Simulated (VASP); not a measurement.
**LiH: single point with PBEsol**

Crystal: LiH.

```
Li H
1.0
     2.50166    0.00000    0.00000
     0.00000    2.50166    0.00000
     0.00000    0.00000    2.50166
Li H
1 1
Direct
  0.00000 0.00000 0.00000
  0.50000 0.50000 0.50000
```

```yaml
Program: VASP 6.6.1
Task: single point
Functional: PBEsol
Potentials_or_basis: VASP PAW PBE potentials, release 64 (Li_sv, H)
Cutoff: 520 eV
k_mesh: 8 × 8 × 8
Occupations: methfessel-paxton, width 0.05 eV
Spin: no spin polarisation
```

```
Band gap on the k mesh : 0.47 eV (least direct gap 4.02 eV)
```

Levels at points of the mesh, in eV from the valence-band top:
| k point | band 1 | band 2 | band 3 | band 4 | band 5 | band 6 | band 7 |
| --- | --- | --- | --- | --- | --- | --- | --- |
| (0.00, 0.00, 0.00) | -47.58 | -9.00 | 11.74 | 11.74 | 11.74 | 12.54 | 14.78 |
| (0.50, 0.00, 0.00) | -47.53 | -6.74 | 0.47 | 11.34 | 16.03 | 16.03 | 19.60 |
| (0.50, 0.50, 0.00) | -47.48 | -2.74 | 1.27 | 1.27 | 8.87 | 19.26 | 20.65 |
| (0.50, 0.50, 0.50) | -47.43 | 0.00 | 6.15 | 6.15 | 6.15 | 8.50 | 8.50 |

It took 6.4 s on 1 thread of Intel Xeon 8259CL (shared host), peak memory 0.12 GiB.

 A k mesh can miss the band edges.
